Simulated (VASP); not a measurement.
# Ag in VASP: a series of runs

Ag is run at these levels: PBEsol; tasks: single point.

All numbers are computed with VASP 6.6.1; they aren't measurements. Logs are shortened: lines on timing, memory, paths and dates and some standing lists are left out, and cuts for length are marked.

### Step 1. The cell of the first run

The cell holds a slab with vacuum, 5 atoms: a = 2.867 Å, b = 4.054 Å, c = 21.734 Å, α = 90.00°, β = 90.00°, γ = 90.00°.

### Step 2. Single point, PBEsol

INCAR

```
PREC     = Accurate       # precision mode
ENCUT    = 520            # plane-wave cutoff, eV
EDIFF    = 1E-6           # SCF threshold, eV
ISMEAR   = -1             # smearing method
SIGMA    = 0.05           # smearing width, eV
LREAL    = F              # projectors in reciprocal space
LASPH    = T              # aspherical terms in the spheres
NELM     = 100            # most SCF steps
ALGO     = Normal         # electronic algorithm
ISIF     = 2              # what is computed and relaxed
LWAVE    = F              # write WAVECAR
LCHARG   = F              # write CHGCAR
LDIPOL   = T            
IDIPOL   = 3            
DIPOL    = 0.5 0.5 0.500
GGA      = PS             # functional
NBANDS   = 36             # bands
```

KPOINTS

```
regular mesh
0
Gamma
  14 10 1
```

POSCAR

```
Ag
1.0
    2.8669039270      0.0000000000      0.0000000000
    0.0000000000      4.0544144156      0.0000000000
    0.0000000000      0.0000000000     21.7338000000
Ag
5
Direct
    0.0000000000      0.0000000000      0.3680900752
    0.5000000000      0.5000000000      0.4340450374
    0.0000000000      0.0000000000      0.5000000000
    0.5000000000      0.5000000000      0.5659549626
    0.0000000000      0.0000000000      0.6319099248
```

Potentials or basis: VASP PAW PBE potentials, release 64 (Ag).

On the command line:

```
> cat potpaw_PBE.64/Ag/POTCAR > POTCAR
> mpirun -np 1 vasp_std > vasp.out
```

OUTCAR:

```text
PREC = Accurate
   ENCUT = 520
   EDIFF = 1E-6
   ISMEAR = -1
   LREAL = F
   LASPH = T
   NELM = 100
   ISIF = 2
   GGA = PS

 ion  position               nearest neighbor table
   1  0.000  0.000  0.368-   3 2.87   2 2.87   2 2.87   2 2.87   2 2.87
   2  0.500  0.500  0.434-   1 2.87   1 2.87   1 2.87   1 2.87   3 2.87   3 2.87   3 2.87   3 2.87
                             4 2.87
   3  0.000  0.000  0.500-   1 2.87   5 2.87   4 2.87   2 2.87   2 2.87   4 2.87   2 2.87   4 2.87
                             2 2.87   4 2.87
   4  0.500  0.500  0.566-   5 2.87   5 2.87   5 2.87   5 2.87   3 2.87   3 2.87   3 2.87   3 2.87
                             2 2.87
   5  0.000  0.000  0.632-   3 2.87   4 2.87   4 2.87   4 2.87   4 2.87

  LATTYP: Found a simple orthorhombic cell.
 ALAT       =     2.8669039270
 B/A-ratio  =     1.4142135624
 C/A-ratio  =     7.5809307020

  Lattice vectors:

 A1 = (   2.8669039270,   0.0000000000,   0.0000000000)
 A2 = (   0.0000000000,   4.0544144156,   0.0000000000)
 A3 = (   0.0000000000,   0.0000000000,  21.7338000000)

Analysis of symmetry for initial positions (statically):
=====================================================================
 Subroutine PRICEL returns:
 Original cell was already a primitive cell.

 Routine SETGRP: Setting up the symmetry group for a
 simple orthorhombic supercell.

 Subroutine GETGRP returns: Found  8 space group operations
 (whereof  8 operations were pure point group operations)
 out of a pool of  8 trial point group operations.

The static configuration has the point symmetry D_2h.

Analysis of symmetry for dynamics (positions and initial velocities):
=====================================================================
 Subroutine PRICEL returns:
 Original cell was already a primitive cell.

 Routine SETGRP: Setting up the symmetry group for a
 simple orthorhombic supercell.

 Subroutine GETGRP returns: Found  8 space group operations
 (whereof  8 operations were pure point group operations)
 out of a pool of  8 trial point group operations.

The dynamic configuration has the point symmetry D_2h.

 Subroutine INISYM returns: Found  8 space group operations
 (whereof  8 operations are pure point group operations),
 and found     1 'primitive' translations

----------------------------------------------------------------------------------------

                                     Primitive cell

  volume of cell :     252.6254

  direct lattice vectors                    reciprocal lattice vectors
[... 103 lines left out ...]
   PSTRESS=    0.0 pullay stress
   NELECT =      55.0000    total number of electrons
   NUPDOWN=      -1.0000    fix difference up-down
   EMIN   =  10.00;   EMAX   =-10.00  energy-range for DOS
   EFERMI =   0.00;   METHOD = LEGACY
   ISMEAR =    -1;   SIGMA  =   0.05  broadening in eV -4-tet -1-fermi 0-gaus
   EFERMI_NEDOS =   21; number of points for ismear=-14 and -15
   IALGO  =     38    algorithm
   IMIX   =      4    mixing-type and parameters
     AMIX     =   0.40;   BMIX     =  1.00
     AMIX_MAG =   1.60;   BMIX_MAG =  1.00
  volume/ion in A,a.u.               =      50.53       340.96
  Fermi-wavevector in a.u.,A,eV,Ry     =   0.984850  1.861097 13.196692  0.969929
  Thomas-Fermi vector in A             =   2.116113
   LORBIT       =      0    0 simple, 1 ext, 2 COOP (PROOUT), +10 PAW based schemes
   GGA     = PS    functional components
   LHFCALC =     F    Hartree Fock is set to
   AEXX    =    0.0000 exact exchange contribution
   IVDW    =     0    specifies the selected vdW correction
   LEPSILON=     F    determine dielectric tensor
   LRPA    =     F    only Hartree local field effects (RPA)
 non-spin polarized calculation
  energy-cutoff  :      520.00
  volume of cell :      252.63
 maximum number of plane-waves:      6845
 NGX is ok and might be reduce to    24
   NGX = 11   NGY = 15   NGZ = 81

 dipolmoment           0.000000      0.000000     -0.000000 electrons x Angstroem

 number of electron      54.9999986 magnetization

 dipolmoment           0.000000      0.000000      0.000000 electrons x Angstroem

 Free energy of the ion-electron system (eV)
  ---------------------------------------------------
  ext. energy  EPLUGINS =         0.00000000
  ---------------------------------------------------
  free energy    TOTEN  =       -14.80549457 eV

  energy without entropy =      -14.79159103  energy(sigma->0) =      -14.79854280

 E-fermi :  -0.0514     XC(G=0):  -4.9911

 val. band max:       -0.1482069837   @ k =   0.0714   0.4000   0.0000
 cond. band min:      -0.0410761117   @ k =   0.4286   0.2000   0.0000
 fundamental gap:      0.1071308720
 Fermi energy:        -0.0514313060

 k-point     1 :       0.0000    0.0000    0.0000
  band No.  band energies     occupation
      1      -7.3689      2.00000
      2      -6.3170      2.00000
      3      -6.0251      2.00000
      4      -5.9376      2.00000
      5      -5.7272      2.00000
      6      -5.2534      2.00000
[... 925 lines left out ...]
     35       7.1736      0.00000
     36       7.5628      0.00000

 [... further k-points ...]

------------------------ aborting loop because EDIFF is reached ----------------------------------------

 vacuum level on the upper side and lower side of the slab       (xc-potential included)        -0.110        -0.110

  FORCE on cell =-STRESS in cart. coord.  units (eV):
  Direction    XX          YY          ZZ          XY          YZ          ZX
  --------------------------------------------------------------------------------------
  -------------------------------------------------------------------------------------
  Total       -2.3630724     -2.6142714     -1.0692432      0.0000000      0.0000000      0.0000000
  in kB      -14.9868603    -16.5799918     -6.7812561      0.0000000      0.0000000      0.0000000
  external PRESSURE =     -12.7827027 kB  Pullay stress =       0.0000000 kB

 VOLUME and BASIS-vectors are now :
 -----------------------------------------------------------------------------
  energy-cutoff  :      520.00
  volume of cell :      252.63
      direct lattice vectors                 reciprocal lattice vectors
     2.866903927  0.000000000  0.000000000     0.348808340  0.000000000  0.000000000
     0.000000000  4.054414416  0.000000000     0.000000000  0.246644743  0.000000000
     0.000000000  0.000000000 21.733800000     0.000000000  0.000000000  0.046011282

 POSITION                                       TOTAL-FORCE (eV/Angst)
 -----------------------------------------------------------------------------------
      0.00000      0.00000      8.00000         0.000000      0.000000      0.330525
      1.43345      2.02721      9.43345         0.000000      0.000000     -0.305625
      0.00000      0.00000     10.86690         0.000000      0.000000      0.000000
      1.43345      2.02721     12.30035         0.000000      0.000000      0.305625
      0.00000      0.00000     13.73380         0.000000      0.000000     -0.330525
 -----------------------------------------------------------------------------------
    total drift:                                0.000000      0.000000      0.000000

  FREE ENERGIE OF THE ION-ELECTRON SYSTEM (eV)
  ---------------------------------------------------
  free  energy   TOTEN  =       -14.8054945677 eV

  energy  without entropy=      -14.7915910270  energy(sigma->0) =      -14.79854280

 vacuum level on the upper side and lower side of the slab         4.168         4.168
```

OSZICAR:

```text
N       E                     dE             d eps       ncg     rms          rms(c)
DAV:   1     0.334614736273E+03    0.33461E+03   -0.24415E+04  3456   0.128E+03
DAV:   2    -0.530648077055E+01   -0.33992E+03   -0.32543E+03  3884   0.278E+02
DAV:   3    -0.161412936784E+02   -0.10835E+02   -0.10718E+02  3864   0.507E+01
[... 14 lines left out ...]
DAV:  18    -0.148054824033E+02   -0.46965E-05   -0.20856E-07  2452   0.282E-03    0.364E-04
DAV:  19    -0.148054879926E+02   -0.55893E-05   -0.32672E-07  2416   0.101E-03    0.382E-04
DAV:  20    -0.148054926009E+02   -0.46083E-05   -0.11693E-07  2368   0.600E-04    0.259E-04
DAV:  21    -0.148054941428E+02   -0.15419E-05   -0.54606E-08  2336   0.985E-04    0.904E-05
DAV:  22    -0.148054945677E+02   -0.42499E-06   -0.12298E-08  2340   0.328E-04
   1 F= -.14805495E+02 E0= -.14798543E+02  d E =-.139035E-01
```

It took 7.2 min on 1 thread of Intel Xeon Platinum 8488C (Sapphire Rapids), shared host; peak memory 0.53 GiB.

Results:

```yaml
Free_energy: -14.8055 eV
Largest_force: 0.331 eV/Å
Band_gap_on_the_k_mesh: zero (an odd number of electrons rules out a gap without spin polarisation)
```

Forces in eV/Å, atoms in the order of the input:
```
Ag   0.000  0.000  0.331
Ag   0.000  0.000 -0.306
Ag   0.000  0.000  0.000
Ag   0.000  0.000  0.306
Ag   0.000  0.000 -0.331
```

Levels at points of the mesh, in eV from the Fermi level:
| k point | band 26 | band 27 | band 28 | band 29 | band 30 | band 31 |
| --- | --- | --- | --- | --- | --- | --- |
| (0.00, 0.00, 0.00) | -2.96 | -2.72 | -1.54 | 0.71 | 2.65 | 3.03 |
| (0.50, 0.00, 0.00) | -0.16 | -0.16 | 0.73 | 1.02 | 1.85 | 4.13 |
| (0.00, 0.50, 0.00) | -2.85 | -2.74 | -2.03 | -1.13 | 0.16 | 0.91 |
| (0.50, 0.50, 0.00) | 0.52 | 0.67 | 2.74 | 3.19 | 3.90 | 3.99 |

Caveat: the PAW data sets were made with another functional, which shifts forces and pressure a little.

(Continued in part 2 of 2.)

The gap in the log of VASP goes by the Fermi energy; the results here count the filled bands.